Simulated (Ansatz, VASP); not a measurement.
**One calculation of TaN, two programs**

INCAR

```
PREC = Accurate
ENCUT = 520
EDIFF = 1E-7
ISMEAR = 0
SIGMA = 0.15
LREAL = False
LASPH = True
NELM = 80
ALGO = Normal
ISIF = 2
LWAVE = False
LCHARG = True
GGA = PE
LELF = True
LVHAR = True
NBANDS = 24
```

KPOINTS

```
Automatic mesh
0
Gamma
  14 14 10
```

POSCAR

```
TaN
1.0
    0.0000000000     -2.2081122572     -2.2081122572
    0.0000000000      2.2081122572     -2.2081122572
    4.4162245144      0.0000000000      0.0000000000
Ta N
2 2
Direct
    0.5485495360      0.4514504640     -0.0136772867
   -0.0485495360      0.0485495360      0.5136772867
    0.4458813746      0.5541186254      0.4690912453
    0.0541186254     -0.0541186254      0.0309087547
```

Input for Ansatz:

```yaml
crystal:
  lattice:
    - [0.0, -2.2081122572, -2.2081122572]
    - [0.0, 2.2081122572, -2.2081122572]
    - [4.4162245144, 0.0, 0.0]
  atoms:
    - { symbol: Ta, position: [0.548549536, 0.451450464, -0.0136772867] }
    - { symbol: Ta, position: [-0.048549536, 0.048549536, 0.5136772867] }
    - { symbol: "N", position: [0.4458813746, 0.5541186254, 0.4690912453] }
    - { symbol: "N", position: [0.0541186254, -0.0541186254, 0.0309087547] }
basis:
  ecutwfc: 520.0
kpoints:
  mp_grid: { grid: [14, 14, 10] }
hamiltonian:
  xc: pbe
  pseudopotentials: { kind: paw, azcp: { folder: soft_1 } }
scf:
  occupations: { method: gaussian, width: 0.15 }
output:
  forces: true
  stress: true
  eigenvalues: true
  write_density: true
  write_potential: true
  elf: true
  volumetric_format: npy
```

Change from the starting cell: mode 1 frozen in at -0.137 Å and mode 2 at -0.239 Å (largest displacements).

Alike in both runs: task single point; functional PBE; k mesh 14 × 14 × 10; occupations gaussian, width 0.15 eV; no spin polarisation.

```csv
,VASP,Ansatz
version,VASP 6.6.1,Ansatz 0.2.0
potentials or method,"VASP PAW PBE potentials, release 64 (Ta_pv, N), cutoff 520 eV","scalar-relativistic, plane waves, PAW"
valence electrons in the cell,32,36
```

```csv
,VASP,Ansatz,Ansatz less VASP
gap on the k mesh at the Fermi level (eV),none,none,-
pressure (GPa),2.5,1.6,-0.93
"traceless stress, the component that is largest in VASP (GPa)",-9.29,-9.20,+0.095
rms of the force components (eV/Å),0.747,0.750,+0.0027
```

Atom by atom the forces differ by 0.013 eV/Å (rms over components). A gap of «none» marks a metal or a gap that the smearing closes. With one functional, cell and mesh, what is left measures potentials, basis and numerics. VASP's potentials hold 32 valence electrons a cell and Ansatz's 36, so a difference there can come from the potentials and not from the codes.

Spin-orbit coupling is off throughout.
